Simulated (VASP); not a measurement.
# Ru (P6_3/mmc) in VASP: single point with r2SCAN

Aim: the single point of Ru with r2SCAN.

All numbers are computed with VASP 6.6.1; they aren't measurements. Logs are shortened: lines on timing, memory, paths and dates and some standing lists are left out, and cuts for length are marked.

### 1 The cell of the first run

Symmetry: P6_3/mmc, No. 194, hexagonal system. Conventional cell: a = 2.706 Å, b = 2.706 Å, c = 4.282 Å, α = 90.00°, β = 90.00°, γ = 120.00°. Ru (site symmetry -6m2) has 12 Ru at 2.65 to 2.71 Å within 3.5 Å.

### 2 Single point, r2SCAN

POSCAR reads:

```
Ru
1.0
    2.7058000000      0.0000000000      0.0000000000
   -1.3529000000      2.3432915400      0.0000000000
    0.0000000000      0.0000000000      4.2819000000
Ru
2
Direct
    0.3333333300      0.6666666700      0.2500000000
    0.6666666700      0.3333333300      0.7500000000
```

INCAR.step1 reads:

```
SYSTEM = Ru
ALGO = Normal
EDIFF = 1E-5
ENCUT = 620
GGA = PE
GGA_COMPAT = .FALSE.
ISMEAR = -1
LASPH = .TRUE.
LCHARG = .FALSE.
LREAL = .FALSE.
LWAVE = .TRUE.
NBANDS = 23
NELM = 120
PREC = Accurate
SIGMA = 0.3
```

INCAR.step2 reads:

```
SYSTEM = Ru
ALGO = Normal
EDIFF = 1E-6
ENCUT = 620
GGA_COMPAT = .FALSE.
ISIF = 2
ISMEAR = -1
ISTART = 1
LASPH = .TRUE.
LCHARG = .FALSE.
LMIXTAU = .TRUE.
LREAL = .FALSE.
LWAVE = .FALSE.
METAGGA = R2SCAN
NBANDS = 23
NELM = 120
PREC = Accurate
SIGMA = 0.3
```

KPOINTS reads:

```
k-points
0
G
  14 14 8
  0 0 0
```

Potentials or basis: VASP PAW PBE potentials, release 64 (Ru_sv).

Run with:

```
cat potpaw_PBE.64/Ru_sv/POTCAR > POTCAR
cp INCAR.step1 INCAR
mpirun -np 1 vasp_std > vasp.out
cp INCAR.step2 INCAR
mpirun -np 1 vasp_std > vasp.out
```

OUTCAR:

```text
SYSTEM = Ru
   EDIFF = 1E-6
   ENCUT = 620
   ISIF = 2
   ISMEAR = -1
   ISTART = 1
   LASPH = .TRUE.
   LREAL = .FALSE.
   METAGGA = R2SCAN
   NELM = 120
   PREC = Accurate

 ion  position               nearest neighbor table
   1  0.333  0.667  0.250-   2 2.65   2 2.65   2 2.65   2 2.65   2 2.65   2 2.65
   2  0.667  0.333  0.750-   1 2.65   1 2.65   1 2.65   1 2.65   1 2.65   1 2.65

  LATTYP: Found a hexagonal cell.
 ALAT       =     2.7058000000
 C/A-ratio  =     1.5824894671

  Lattice vectors:

 A1 = (   2.7058000000,   0.0000000000,   0.0000000000)
 A2 = (  -1.3529000000,   2.3432915400,   0.0000000000)
 A3 = (   0.0000000000,   0.0000000000,   4.2819000000)

Analysis of symmetry for initial positions (statically):
=====================================================================
 Subroutine PRICEL returns:
 Original cell was already a primitive cell.

 Routine SETGRP: Setting up the symmetry group for a
 hexagonal supercell.

 Subroutine GETGRP returns: Found 24 space group operations
 (whereof 12 operations were pure point group operations)
 out of a pool of 24 trial point group operations.

The static configuration has the point symmetry D_3d.
 The point group associated with its full space group is D_6h.

Analysis of symmetry for dynamics (positions and initial velocities):
=====================================================================
 Subroutine PRICEL returns:
 Original cell was already a primitive cell.

 Routine SETGRP: Setting up the symmetry group for a
 hexagonal supercell.

 Subroutine GETGRP returns: Found 24 space group operations
 (whereof 12 operations were pure point group operations)
 out of a pool of 24 trial point group operations.

The dynamic configuration has the point symmetry D_3d.
 The point group associated with its full space group is D_6h.

 Subroutine INISYM returns: Found 24 space group operations
 (whereof 12 operations are pure point group operations),
 and found     1 'primitive' translations

----------------------------------------------------------------------------------------

                                     Primitive cell

  volume of cell :      27.1493

  direct lattice vectors                    reciprocal lattice vectors
     2.705800000  0.000000000  0.000000000     0.369576465  0.213375072  0.000000000
    -1.352900000  2.343291540  0.000000000     0.000000000  0.426750143  0.000000000
     0.000000000  0.000000000  4.281900000     0.000000000  0.000000000  0.233541185

  length of vectors
     2.705800000  2.705800002  4.281900000     0.426750143  0.426750143  0.233541185

  position of ions in fractional coordinates (direct lattice)
     0.333333330  0.666666670  0.250000000
     0.666666670  0.333333330  0.750000000

  ion indices of the primitive-cell ions
   primitive index   ion index
                 1           1
                 2           2

----------------------------------------------------------------------------------------

 KPOINTS: k-points

Automatic generation of k-mesh.
 Grid dimensions read from file:
 generate k-points for:   14   14    8

 Generating k-lattice:

  Cartesian coordinates                     Fractional coordinates (reciprocal lattice)
     0.026398319  0.015241077  0.000000000     0.071428571  0.000000000  0.000000000
     0.000000000  0.030482153  0.000000000     0.000000000  0.071428571  0.000000000
     0.000000000  0.000000000  0.029192648     0.000000000  0.000000000  0.125000000

  Length of vectors
     0.030482153  0.030482153  0.029192648

  Shift w.r.t. Gamma in fractional coordinates (k-lattice)
     0.000000000  0.000000000  0.000000000

 Subroutine IBZKPT returns following result:
 ===========================================

 Found    120 irreducible k-points:

 Following reciprocal coordinates:
            Coordinates               Weight
  0.000000  0.000000  0.000000      1.000000
  0.071429 -0.000000  0.000000      6.000000
  0.142857 -0.000000  0.000000      6.000000
  0.214286 -0.000000  0.000000      6.000000
  0.285714  0.000000  0.000000      6.000000
  0.357143 -0.000000  0.000000      6.000000
[... 16 lines left out ...]
  0.285714  0.285714  0.000000      6.000000
  0.357143  0.285714  0.000000      6.000000
 [... further k-points ...]
   k-points           NKPTS =    120   k-points in BZ     NKDIM =    120   number of bands    NBANDS=     23
   number of dos      NEDOS =    301   number of ions     NIONS =      2
   total plane-waves  NPLWV =  20736
   dimension x,y,z NGX =    24 NGY =   24 NGZ =   36
   dimension x,y,z NGXF=    48 NGYF=   48 NGZF=   72
   ions per type =               2
   NGX,Y,Z   is equivalent  to a cutoff of  14.75, 14.75, 13.98 a.u.
   NGXF,Y,Z  is equivalent  to a cutoff of  29.49, 29.49, 27.95 a.u.
 SYSTEM =  Ru
   PREC   = accura    normal or accurate (medium, high low for compatibility)
   ISTART =      1    job   : 0-new  1-cont  2-samecut
   ICHARG =      0    charge: 1-file 2-atom 10-const
   ISPIN  =      1    spin polarized calculation?
   LNONCOLLINEAR =      F non collinear calculations
   LSORBIT =      F    spin-orbit coupling
   LASPH  =      T    aspherical Exc in radial PAW
   ENCUT  =  620.0 eV  45.57 Ry    6.75 a.u.   5.49  5.49  8.69*2*pi/ulx,y,z
   NELM   =    120;   NELMIN=  2; NELMDL=  0     # of ELM steps
   EDIFF  = 0.1E-05   stopping-criterion for ELM
   LREAL  =      F    real-space projection
   EDIFFG = 0.1E-04   stopping-criterion for IOM
   NSW    =      0    number of steps for IOM
   IBRION =     -1    ionic relax: 0-MD 1-quasi-New 2-CG
   NFREE  =      0    steps in history (QN), initial steepest desc. (CG)
   ISIF   =      2    stress and relaxation
   ISYM   =      2    0-nonsym 1-usesym 2-fastsym
   POTIM  = 0.5000    time-step for ionic-motion
   TEBEG  =    0.0;   TEEND  =   0.0 temperature during run
   PSTRESS=    0.0 pullay stress
   NELECT =      32.0000    total number of electrons
   NUPDOWN=      -1.0000    fix difference up-down
   EMIN   =  10.00;   EMAX   =-10.00  energy-range for DOS
   EFERMI =   0.00;   METHOD = LEGACY
   ISMEAR =    -1;   SIGMA  =   0.30  broadening in eV -4-tet -1-fermi 0-gaus
   EFERMI_NEDOS =   21; number of points for ismear=-14 and -15
   IALGO  =     38    algorithm
   IMIX   =      4    mixing-type and parameters
     AMIX     =   0.40;   BMIX     =  1.00
     AMIX_MAG =   1.60;   BMIX_MAG =  1.00
  volume/ion in A,a.u.               =      13.57        91.61
  Fermi-wavevector in a.u.,A,eV,Ry     =   1.729307  3.267915 40.688237  2.990501
  Thomas-Fermi vector in A             =   2.804077
   LORBIT       =      0    0 simple, 1 ext, 2 COOP (PROOUT), +10 PAW based schemes
   METAGGA = R2SCAN    functional components
   LHFCALC =     F    Hartree Fock is set to
   AEXX    =    0.0000 exact exchange contribution
   IVDW    =     0    specifies the selected vdW correction
   LEPSILON=     F    determine dielectric tensor
   LRPA    =     F    only Hartree local field effects (RPA)
 non-spin polarized calculation
  energy-cutoff  :      620.00
  volume of cell :       27.15
 maximum number of plane-waves:       978
 NGX is ok and might be reduce to    24
   NGX = 11   NGY = 11   NGZ = 17

 number of electron      31.9999998 magnetization

 Free energy of the ion-electron system (eV)
  ---------------------------------------------------
  ext. energy  EPLUGINS =         0.00000000
  ---------------------------------------------------
  free energy    TOTEN  =       -51.18978844 eV

  energy without entropy =      -50.65860736  energy(sigma->0) =      -50.92419790

 E-fermi :  15.0668     XC(G=0): -15.5337

 val. band max:       15.0639398915   @ k =   0.2857   0.1429   0.0000
 cond. band min:      15.0801278532   @ k =   0.2143   0.0714   0.0000
 fundamental gap:      0.0161879617
 Fermi energy:        15.0667735569

 k-point     1 :       0.0000    0.0000    0.0000
  band No.  band energies     occupation
      1     -60.2636      2.00000
      2     -60.0379      2.00000
      3     -30.0123      2.00000
      4     -29.0057      2.00000
      5     -29.0057      2.00000
      6     -28.8232      2.00000
[... 15 lines left out ...]
     22      30.6024      0.00000
     23      33.2281      0.00000

 k-point     2 :       0.0714   -0.0000    0.0000
  band No.  band energies     occupation
      1     -60.2554      2.00000
      2     -60.0347      2.00000
      3     -29.9935      2.00000
      4     -29.0456      2.00000
      5     -29.0192      2.00000
      6     -28.8647      2.00000
[... 15 lines left out ...]
     22      30.9354      0.00000
     23      33.4525      0.00000

 k-point     3 :       0.1429   -0.0000    0.0000
  band No.  band energies     occupation
      1     -60.2321      2.00000
      2     -60.0260      2.00000
      3     -29.9390      2.00000
      4     -29.1575      2.00000
      5     -29.0559      2.00000
      6     -28.9792      2.00000
[... 15 lines left out ...]
     22      31.6120      0.00000
     23      33.9376      0.00000

 k-point     4 :       0.2143   -0.0000    0.0000
  band No.  band energies     occupation
      1     -60.1972      2.00000
      2     -60.0145      2.00000
      3     -29.8544      2.00000
      4     -29.3192      2.00000
      5     -29.1405      2.00000
      6     -29.1071      2.00000
[... 15 lines left out ...]
     22      30.9278      0.00000
     23      33.2699      0.00000

 k-point     5 :       0.2857    0.0000    0.0000
  band No.  band energies     occupation
      1     -60.1563      2.00000
      2     -60.0037      2.00000
      3     -29.7486      2.00000
      4     -29.4986      2.00000
      5     -29.3139      2.00000
      6     -29.1618      2.00000
[... 434 lines left out ...]
 k-point    22 :       0.3571    0.2143    0.0000
  band No.  band energies     occupation
      1     -60.0492      2.00000
      2     -60.0023      2.00000
      3     -29.7115      2.00000
      4     -29.5244      2.00000
      5     -29.4118      2.00000
      6     -29.3968      2.00000
[... 15 lines left out ...]
     22      27.8969      0.00000
     23      29.2009      0.00000

 k-point    23 :       0.2857    0.2857    0.0000
  band No.  band energies     occupation
      1     -60.0453      2.00000
      2     -60.0037      2.00000
      3     -29.6696      2.00000
      4     -29.5323      2.00000
      5     -29.3968      2.00000
      6     -29.3966      2.00000
[... 15 lines left out ...]
     22      28.1819      0.00000
     23      29.5159      0.00000

 k-point    24 :       0.3571    0.2857    0.0000
  band No.  band energies     occupation
      1     -60.0300      2.00000
      2     -60.0116      2.00000
      3     -29.6731      2.00000
      4     -29.4764      2.00000
      5     -29.4718      2.00000
      6     -29.3303      2.00000
[... 15 lines left out ...]
     22      29.2325      0.00000
     23      30.5796      0.00000

 [... further k-points ...]

------------------------ aborting loop because EDIFF is reached ----------------------------------------

  FORCE on cell =-STRESS in cart. coord.  units (eV):
  Direction    XX          YY          ZZ          XY          YZ          ZX
  --------------------------------------------------------------------------------------
  -------------------------------------------------------------------------------------
  Total        0.1234375      0.1234375     -0.0082655     -0.0000000      0.0000000      0.0000000
  in kB        7.2844882      7.2844882     -0.4877764     -0.0000000      0.0000000      0.0000000
  external PRESSURE =       4.6937333 kB  Pullay stress =       0.0000000 kB

 VOLUME and BASIS-vectors are now :
 -----------------------------------------------------------------------------
  energy-cutoff  :      620.00
  volume of cell :       27.15
      direct lattice vectors                 reciprocal lattice vectors
     2.705800000  0.000000000  0.000000000     0.369576465  0.213375072  0.000000000
    -1.352900000  2.343291540  0.000000000     0.000000000  0.426750143  0.000000000
     0.000000000  0.000000000  4.281900000     0.000000000  0.000000000  0.233541185

 POSITION                                       TOTAL-FORCE (eV/Angst)
 -----------------------------------------------------------------------------------
     -0.00000      1.56219      1.07048         0.000000     -0.000000      0.000000
      1.35290      0.78110      3.21143        -0.000000      0.000000      0.000000
 -----------------------------------------------------------------------------------
    total drift:                               -0.000013      0.000008     -0.000001

  FREE ENERGIE OF THE ION-ELECTRON SYSTEM (eV)
  ---------------------------------------------------
  free  energy   TOTEN  =       -51.1897884379 eV

  energy  without entropy=      -50.6586073610  energy(sigma->0) =      -50.92419790
```

It took 4.2 min on 1 thread of AMD EPYC 7R13 (Zen 3), shared host; peak memory 0.18 GiB.

What came out:

| Quantity | Value |
| --- | --- |
| Free energy | -51.1898 eV |
| Pressure | 0.5 GPa |
| Band gap on the k mesh | zero (bands 16 and 17 overlap by 3.27 eV) |

Stress tensor (GPa, compression positive):
```
 0.73  0.00  0.00
 0.00  0.73  0.00
 0.00  0.00 -0.05
```

Caveat: so wide a smearing shifts energies and pressures; the PAW data sets were made with another functional, which shifts forces and pressure a little.
